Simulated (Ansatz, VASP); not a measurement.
# Two plane-wave programs on Ga

```
CELL_PARAMETERS angstrom
3.28710 0.00000 0.00000
-1.64355 2.84671 0.00000
0.00000 0.00000 5.07258
ATOMIC_POSITIONS crystal
Ga 0.33333 0.66667 0.25000
Ga 0.66667 0.33333 0.75000
```

Alike in both runs: task single point; functional BLYP; k mesh 13 × 13 × 7; occupations fermi-dirac, width 0.1 eV; no spin polarisation.

|  | VASP | Ansatz |
| --- | --- | --- |
| version | VASP 6.6.1 | Ansatz 0.2.0 |
| potentials or method | VASP PAW PBE potentials, release 64 (Ga_d), cutoff 520 eV | plane waves (420 eV) with PAW, scalar-relativistic |
| valence electrons in the cell | 26 | 26 |

Ansatz gave:

```
pressure (GPa)                                                : -1.8
traceless stress, the component that is largest in VASP (GPa) : -0.33
```

Task: Estimate VASP's values.

Result: Pressure (GPa): -1.8; traceless stress, the component that is largest in VASP (GPa): -0.32.

VASP's potentials were made for PBE, not for BLYP.
